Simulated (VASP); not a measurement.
The system is KBr.

```
K Br
1.0
     0.00000    3.30244    3.30244
     3.30244    0.00000    3.30244
     3.30244    3.30244    0.00000
K Br
1 1
Direct
  0.00000 0.00000 0.00000
  0.50000 0.50000 0.50000
```

Base run:

* Program: VASP 6.6.1
* Functional: PBE
* Potentials or basis: VASP PAW PBE potentials, release 64 (K_sv, Br)
* Cutoff: 520 eV
* k mesh: 4 × 4 × 4
* Occupations: gaussian, width 0.01 eV
* Spin: no spin polarisation

Its results: band gap on the k mesh 4.43 eV, direct; pressure 0.7 GPa.

Task: The run is repeated on the same cell with these changes: functional from PBE to r2SCAN; further incar settings from ALGO = Normal; EDIFF = 1e-06; NBANDS = 15 to ALGO = Normal; EDIFF = 1e-07; NBANDS = 15. What comes out?

Result: Band gap on the k mesh 5.07 eV, direct; pressure 0.0 GPa.

Caveats: the PAW data sets were made with another functional, which shifts forces and pressure a little (some runs).

